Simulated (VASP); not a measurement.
# Hg (R-3m) in VASP: notebook, part 2 of 2

VASP 6.6.1. Earlier steps stand in the parts before.

## (3) Electric field gradients, LDA (equal xx and yy strain of -1 %)

Input file INCAR:

```
SYSTEM = Hg
PREC     = Accurate       ! precision mode
ENCUT    = 520            ! plane-wave cutoff, eV
EDIFF    = 1E-8           ! SCF threshold, eV
ISMEAR   = -1             ! smearing method
SIGMA    = 0.03           ! smearing width, eV
LREAL    = .FALSE.        ! projectors in reciprocal space
LASPH    = .TRUE.         ! aspherical terms in the spheres
NELM     = 80             ! most SCF steps
ALGO     = Normal         ! electronic algorithm
ISIF     = 2              ! what is computed and relaxed
LWAVE    = .FALSE.        ! write WAVECAR
LCHARG   = .FALSE.        ! write CHGCAR
GGA      = CA             ! functional
LEFG     = .TRUE.       
NBANDS   = 12             ! bands
```

Input file KPOINTS:

```
regular mesh
0
G
  12 12 12
  0 0 0
```

Input file POSCAR:

```
Hg
1.0
    1.7127004508      0.9888280663      2.2340000000
   -1.7127004508      0.9888280663      2.2340000000
    0.0000000000     -1.9776561325      2.2340000000
Hg
1
Direct
    0.0000000000      0.0000000000      0.0000000000
```

Potentials or basis: VASP PAW LDA potentials, release 64 (Hg).

Run with:

```bash
$ cat potpaw_LDA.64/Hg/POTCAR > POTCAR
$ mpirun -np 1 vasp_std > vasp.out
```

OUTCAR:

```text
SYSTEM = Hg
   PREC = Accurate
   ENCUT = 520
   EDIFF = 1E-8
   ISMEAR = -1
   LREAL = .FALSE.
   LASPH = .TRUE.
   NELM = 80
   ISIF = 2
   GGA = CA

 ion  position               nearest neighbor table
   1  0.000  0.000  0.000-

  LATTYP: Found a trigonal (rhomboedric) cell.
 ALAT       =     2.9836018131
 COS(alpha) =     0.3409610314

  Lattice vectors:

 A1 = (   1.7127004508,   0.9888280663,   2.2340000000)
 A2 = (  -1.7127004508,   0.9888280663,   2.2340000000)
 A3 = (   0.0000000000,  -1.9776561325,   2.2340000000)

Analysis of symmetry for initial positions (statically):
=====================================================================
 Subroutine PRICEL returns:
 Original cell was already a primitive cell.

 Routine SETGRP: Setting up the symmetry group for a
 trigonal (rhombohedral) supercell.

 Subroutine GETGRP returns: Found 12 space group operations
 (whereof 12 operations were pure point group operations)
 out of a pool of 12 trial point group operations.

The static configuration has the point symmetry D_3d.

Analysis of symmetry for dynamics (positions and initial velocities):
=====================================================================
 Subroutine PRICEL returns:
 Original cell was already a primitive cell.

 Routine SETGRP: Setting up the symmetry group for a
 trigonal (rhombohedral) supercell.

 Subroutine GETGRP returns: Found 12 space group operations
 (whereof 12 operations were pure point group operations)
 out of a pool of 12 trial point group operations.

The dynamic configuration has the point symmetry D_3d.

 Subroutine INISYM returns: Found 12 space group operations
 (whereof 12 operations are pure point group operations),
 and found     1 'primitive' translations

----------------------------------------------------------------------------------------

                                     Primitive cell

  volume of cell :      22.7006

  direct lattice vectors                    reciprocal lattice vectors
     1.712700451  0.988828066  2.234000000     0.291936631  0.168549693  0.149209191
    -1.712700451  0.988828066  2.234000000    -0.291936631  0.168549693  0.149209191
     0.000000000 -1.977656132  2.234000000     0.000000000 -0.337099385  0.149209191

  length of vectors
     2.983601813  2.983601813  2.983601813     0.368645329  0.368645329  0.368645329

  position of ions in fractional coordinates (direct lattice)
     0.000000000  0.000000000  0.000000000

  ion indices of the primitive-cell ions
   primitive index   ion index
                 1           1

----------------------------------------------------------------------------------------

 KPOINTS: regular mesh

Automatic generation of k-mesh.
 Grid dimensions read from file:
 generate k-points for:   12   12   12

[... 73 lines left out ...]
   PSTRESS=    0.0 pullay stress
   NELECT =      12.0000    total number of electrons
   NUPDOWN=      -1.0000    fix difference up-down
   EMIN   =  10.00;   EMAX   =-10.00  energy-range for DOS
   EFERMI =   0.00;   METHOD = LEGACY
   ISMEAR =    -1;   SIGMA  =   0.03  broadening in eV -4-tet -1-fermi 0-gaus
   EFERMI_NEDOS =   21; number of points for ismear=-14 and -15
   IALGO  =     38    algorithm
   IMIX   =      4    mixing-type and parameters
     AMIX     =   0.40;   BMIX     =  1.00
     AMIX_MAG =   1.60;   BMIX_MAG =  1.00
  volume/ion in A,a.u.               =      22.70       153.19
  Fermi-wavevector in a.u.,A,eV,Ry     =   1.323700  2.501431 23.839894  1.752183
  Thomas-Fermi vector in A             =   2.453289
   LORBIT       =      0    0 simple, 1 ext, 2 COOP (PROOUT), +10 PAW based schemes
   GGA     = CA    functional components
   LHFCALC =     F    Hartree Fock is set to
   AEXX    =    0.0000 exact exchange contribution
   IVDW    =     0    specifies the selected vdW correction
   LEPSILON=     F    determine dielectric tensor
   LRPA    =     F    only Hartree local field effects (RPA)
 non-spin polarized calculation
  energy-cutoff  :      520.00
  volume of cell :       22.70
 maximum number of plane-waves:       630
 NGX is ok and might be reduce to    24
   NGX = 11   NGY = 11   NGZ = 11

 number of electron      12.0000001 magnetization

 Free energy of the ion-electron system (eV)
  ---------------------------------------------------
  ext. energy  EPLUGINS =         0.00000000
  ---------------------------------------------------
  free energy    TOTEN  =        -0.96109576 eV

  energy without entropy =       -0.95988307  energy(sigma->0) =       -0.96048941

 E-fermi :   2.8017     XC(G=0): -11.3756

 val. band max:        2.7993562922   @ k =  -0.3333   0.4167   0.2500
 cond. band min:       2.8075664790   @ k =  -0.2500   0.5000   0.2500
 fundamental gap:      0.0082101868
 Fermi energy:         2.8017287895

 k-point     1 :       0.0000    0.0000    0.0000
  band No.  band energies     occupation
      1      -6.6564      2.00000
      2      -4.9416      2.00000
      3      -4.9416      2.00000
      4      -3.6249      2.00000
      5      -3.4203      2.00000
      6      -3.4203      2.00000
      7      15.2073      0.00000
      8      15.7284      0.00000
      9      15.7284      0.00000
     10      20.4121      0.00000
     11      21.6381      0.00000
     12      21.6381      0.00000
[... 331 lines left out ...]
 k-point    24 :      -0.4167    0.1667   -0.0000
  band No.  band energies     occupation
      1      -5.3095      2.00000
      2      -4.7752      2.00000
      3      -3.7982      2.00000
      4      -3.6167      2.00000
      5      -3.1948      2.00000
      6       0.1170      2.00000
      7       2.6651      1.97916
      8      11.3135      0.00000
      9      15.6607      0.00000
     10      18.7756      0.00000
     11      21.9156      0.00000
     12      23.1861      0.00000

 [... further k-points ...]

------------------------ aborting loop because EDIFF is reached ----------------------------------------

  FORCE on cell =-STRESS in cart. coord.  units (eV):
  Direction    XX          YY          ZZ          XY          YZ          ZX
  --------------------------------------------------------------------------------------
  -------------------------------------------------------------------------------------
  Total       -0.0211174     -0.0211174     -0.0861170      0.0000000     -0.0000000      0.0000000
  in kB       -1.4904413     -1.4904413     -6.0780331      0.0000000     -0.0000000      0.0000000
  external PRESSURE =      -3.0196385 kB  Pullay stress =       0.0000000 kB

 VOLUME and BASIS-vectors are now :
 -----------------------------------------------------------------------------
  energy-cutoff  :      520.00
  volume of cell :       22.70
      direct lattice vectors                 reciprocal lattice vectors
     1.712700451  0.988828066  2.234000000     0.291936631  0.168549693  0.149209191
    -1.712700451  0.988828066  2.234000000    -0.291936631  0.168549693  0.149209191
     0.000000000 -1.977656132  2.234000000     0.000000000 -0.337099385  0.149209191

 POSITION                                       TOTAL-FORCE (eV/Angst)
 -----------------------------------------------------------------------------------
      0.00000      0.00000      0.00000         0.000000      0.000000      0.000000
 -----------------------------------------------------------------------------------
    total drift:                               -0.000000      0.000000      0.000000

  FREE ENERGIE OF THE ION-ELECTRON SYSTEM (eV)
  ---------------------------------------------------
  free  energy   TOTEN  =        -0.9610957576 eV

  energy  without entropy=       -0.9598830657  energy(sigma->0) =       -0.96048941

 Electric field gradients (V/A^2)
---------------------------------------------------------------------
 ion       V_xx      V_yy      V_zz      V_xy      V_xz      V_yz
---------------------------------------------------------------------
   1      77.255    77.255  -154.509    -0.000    -0.000    -0.000
---------------------------------------------------------------------

 Electric field gradients after diagonalization (V/A^2)
 (convention: |V_zz| > |V_xx| > |V_yy|)
----------------------------------------------------------------------
 ion       V_xx      V_yy      V_zz     asymmetry (V_yy - V_xx)/ V_zz
----------------------------------------------------------------------
   1      77.255    77.255  -154.509       0.000
----------------------------------------------------------------------

           NMR quadrupolar parameters

 Cq : quadrupolar parameter    Cq=e*Q*V_zz/h
 eta: asymmetry parameters     (V_yy - V_xx)/ V_zz
 Q  : nuclear electric quadrupole moment in mb (millibarn)
----------------------------------------------------------------------
 ion       Cq(MHz)       eta       Q (mb)
----------------------------------------------------------------------
   1      -0.374       0.000       1.000
----------------------------------------------------------------------
```

It took 18 s on 1 thread of AMD EPYC 9R45 (Zen 5), shared host; peak memory 0.14 GiB.

Results:

```
Free energy                             : -0.9611 eV
Pressure                                : -0.3 GPa
Band gap on the k mesh                  : zero (bands 6 and 7 overlap by 3.36 eV)
Largest electric field gradient by atom : Hg -154.5 V/Å²
```

Levels at points of the mesh, in eV from the Fermi level:
```csv
k point,band 4,band 5,band 6,band 7,band 8,band 9
"(0.00, 0.00, 0.00)",-6.43,-6.22,-6.22,12.41,12.93,12.93
"(0.50, 0.00, 0.00)",-6.25,-5.85,-2.10,-2.05,12.54,12.83
"(0.50, 0.50, 0.00)",-5.90,-5.39,-0.21,0.94,4.87,9.97
"(0.50, 0.50, 0.50)",-5.49,-5.49,-0.32,1.32,9.67,9.67
```

Electric field gradients, principal values (V/Å²):
```tsv
atom	least	middle	greatest (by size)
1 Hg	77.255	77.255	-154.509
```

Caveat: the cell differs from its parent crystal (equal xx and yy strain of -1 %); without QUAD_EFG the Cq values of the log hold for a quadrupole moment of 1 mb, not for the nuclei; spin-orbit coupling is left out, which moves the levels of the heavy elements.
